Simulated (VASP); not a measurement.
Si, 2 atoms in the cell. The structure is trigonal, space group R-3m (No. 166). The conventional cell has a = 3.818 Å, b = 3.818 Å, c = 9.353 Å, α = 90.00°, β = 90.00°, γ = 120.00°. Within 2.8 Å of Si (site symmetry 3m) lie 4 Si at 2.15 to 2.41 Å. 

```yaml
Program: VASP 6.6.1
Task: single point
Functional: PBE
Potentials_or_basis: VASP PAW PBE potentials, release 64 (Si)
Cutoff: 500 eV
k_mesh: 3 × 3 × 3
Occupations: fermi-dirac, width 0.05 eV
Spin: no spin polarisation
Dipole_correction: no
Further_INCAR_settings: ALGO = Normal; EDIFF = 1e-06; NBANDS = 11
```

Potentials or basis: VASP PAW PBE potentials, release 64 (Si).

Launch:

```bash
$ cat potpaw_PBE.64/Si/POTCAR > POTCAR
$ mpirun -np 1 vasp_std > vasp.out
```

Hardware: 1 thread of Intel(R) Xeon(R) Platinum 8559C (Emerald Rapids) (shared host).

Problem. Estimate the wall time of this run.

Solution. It took 5.9 s on 1 thread of Intel(R) Xeon(R) Platinum 8559C (Emerald Rapids) (shared host), peak memory 0.14 GiB. Counts: scf iterations 13, k points 6.
